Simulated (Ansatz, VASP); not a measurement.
**One calculation of SiC, two programs**

```
CELL_PARAMETERS angstrom
0.00000 2.17900 2.17900
2.17900 0.00000 2.17900
2.17900 2.17900 0.00000
ATOMIC_POSITIONS crystal
Si 0.00000 0.00000 0.00000
C 0.25000 0.25000 0.25000
```

Alike in both runs: task single point; functional PBE; k mesh 14 × 14 × 14; occupations gaussian, width 0.02 eV; no spin polarisation.

```csv
,VASP,Ansatz
version,VASP 6.6.1,Ansatz 0.2.0
potentials or method,"VASP PAW PBE potentials, release 64 (Si, C), cutoff 600 eV","scalar-relativistic, plane waves, PAW"
valence electrons in the cell,8,8
```

|  | VASP | Ansatz | Ansatz less VASP |
| --- | --- | --- | --- |
| gap on the k mesh at the Fermi level (eV) | 1.36 | 1.36 | +0.002 |
| least direct gap on the mesh (eV) | 4.54 | 4.55 | +0.004 |
| pressure (GPa) | 3.1 | 3.3 | +0.20 |

The functional is the same, so the differences come from potentials, cutoffs and numerics.
